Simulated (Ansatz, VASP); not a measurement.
## Sb: VASP beside Ansatz

INCAR

```
SYSTEM = Sb
ALGO     = Normal         ! electronic algorithm
EDIFF    = 1E-6           ! SCF threshold, eV
ENCUT    = 520            ! plane-wave cutoff, eV
GGA      = PE             ! functional
GGA_COMPAT= .False.      
ISIF     = 2              ! what is computed and relaxed
ISMEAR   = -1             ! smearing method
LASPH    = .True.         ! aspherical terms in the spheres
LCHARG   = .False.        ! write CHGCAR
LNONCOLLINEAR= .True.         ! non-collinear magnetism
LORBIT   = 11             ! projections on sites
LORBMOM  = .True.       
LREAL    = .False.        ! projectors in reciprocal space
LSORBIT  = .True.         ! spin-orbit coupling
LWAVE    = .False.        ! write WAVECAR
MAGMOM   = 0 0 0          ! initial moments
NBANDS   = 16             ! bands
NELM     = 150            ! most SCF steps
PREC     = Accurate       ! precision mode
SIGMA    = 0.15           ! smearing width, eV
```

Contents of KPOINTS:

```
k-points
0
Gamma
  4 4 4
  0 0 0
```

Contents of POSCAR:

```
Sb
1.0
    0.0000000000      2.3957000000      2.3957000000
    2.3957000000      0.0000000000      2.3957000000
    2.3957000000      2.3957000000      0.0000000000
Sb
1
Direct
    0.0000000000      0.0000000000      0.0000000000
```

Input for Ansatz:

```yaml
crystal:
  lattice:
    - [0, 2.3957, 2.3957]
    - [2.3957, 0, 2.3957]
    - [2.3957, 2.3957, 0]
  atoms:
    - { symbol: Sb, position: [0, 0, 0] }
kpoints:
  mp_grid: { grid: [4, 4, 4] }
hamiltonian:
  xc: pbe
  pseudopotentials:
    kind: paw_fr
    azcp:
      Sb: "pseudopotentials/pbe/paw/ansatz_paw_generated_hard_1/Sb.paw.azcp"
scf:
  occupations: { method: fermi_dirac, width: 0.15 }
  convergence: { dr2_threshold: "1e-9 eV" }
  max_iter: 300
output:
  forces: true
  stress: true
  eigenvalues: true
magnetization:
  noncollinear: true
  spin_orbit: true
```

Alike in both runs: task single point; functional PBE; k mesh 4 × 4 × 4; occupations fermi-dirac, width 0.15 eV; non-collinear spin, spin-orbit coupling.

|  | VASP | Ansatz |
| --- | --- | --- |
| version | VASP 6.6.1 | Ansatz 0.2.0 development build |
| potentials or method | VASP PAW PBE potentials, release 64 (Sb) | plane waves, PAW datasets (generated hard set |
| plane-wave cutoff (eV) | 520 | 700 |
| valence electrons in the cell | 5 | 23 |

|  | VASP | Ansatz | Ansatz less VASP |
| --- | --- | --- | --- |
| net moment per atom (μB) | 0.00 | 0.00 | 0.000 |

VASP's potentials hold 5 valence electrons a cell and Ansatz's 23, so a difference there can come from the potentials and not from the codes. Ansatz's warnings: stress scf threshold loose.

The k mesh is coarse, so the values compare programs but aren't converged.
